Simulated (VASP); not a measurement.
A run of VASP 6.6.1:

Contents of INCAR:

```
ALGO = Normal
EDIFF = 1E-6
ENCUT = 520
GGA = PE
ISIF = 2
ISMEAR = 0
LASPH = T
LCHARG = F
LREAL = F
LWAVE = F
NBANDS = 15
NELM = 60
PREC = Accurate
SIGMA = 0.01
```

The input KPOINTS:

```
k-points
0
Gamma
  6 6 6
```

Contents of POSCAR:

```
BaTe
1.0
    0.0000000000      3.9529152408      3.9529152408
    3.9529152408      0.0000000000      3.9529152408
    3.9529152408      3.9529152408      0.0000000000
Ba Te
1 1
Direct
    0.0000000000      0.0000000000      0.0000000000
    0.2500000000      0.2500000000      0.2500000000
```

Potentials or basis: VASP PAW PBE potentials, release 64 (Ba_sv, Te).

Command:

```bash
$ cat potpaw_PBE.64/Ba_sv/POTCAR potpaw_PBE.64/Te/POTCAR > POTCAR
$ mpirun -np 1 vasp_std > vasp.out
```

Hardware: 1 thread of Intel Xeon 8259CL, on a shared host.

How long does it take, and how much memory?

Run time: 62 s on 1 thread of Intel Xeon 8259CL, with other jobs on the host, peak memory 0.26 GiB. Counts: scf iterations 15, k points 16.
